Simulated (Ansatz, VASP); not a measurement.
## Ba5HfO2: VASP beside Ansatz

```
CELL_PARAMETERS angstrom
3.92669 0.00000 0.00000
-1.96335 3.40062 0.00000
0.00000 0.00000 19.91943
ATOMIC_POSITIONS crystal
Ba 0.00000 0.00000 0.50000
Ba 0.66667 0.33333 0.34316
Ba 0.33333 0.66667 0.65684
Ba 0.33333 0.66667 0.13764
Ba 0.66667 0.33333 0.86236
Hf 0.00000 0.00000 0.00000
O 0.66667 0.33333 0.58601
O 0.33333 0.66667 0.41399
```

Alike in both runs: functional PBE; k mesh 5 × 5 × 1; occupations gaussian, width 0.2 eV; no spin polarisation.

Ansatz relaxed the structure, and its values are those at the end. VASP's run is a single point on that final structure, the one shown.

|  | VASP | Ansatz |
| --- | --- | --- |
| version | VASP 6.6.1 | Ansatz 0.2.0 |
| potentials or method | VASP PAW PBE potentials, release 64 (Ba_sv, Hf_pv, O), cutoff 520 eV | scalar-relativistic, plane waves, PAW |
| valence electrons in the cell | 72 | 88 |

Ansatz gave:

- gap on the k mesh at the Fermi level (eV): none
- pressure (GPa): -0.1
- rms of the force components (eV/Å): 0.018

Problem. What did VASP give for the same quantities?

Solution. gap on the k mesh at the Fermi level (eV): none; pressure (GPa): 0.6; rms of the force components (eV/Å): 0.052.

A gap of «none» marks a metal or a gap that the smearing closes. The functional is the same, so the differences come from potentials, cutoffs and numerics. VASP's potentials hold 72 valence electrons a cell and Ansatz's 88, so a difference there can come from the potentials and not from the codes.

The k mesh is coarse, so the values compare programs but aren't converged. Spin-orbit coupling is off throughout.
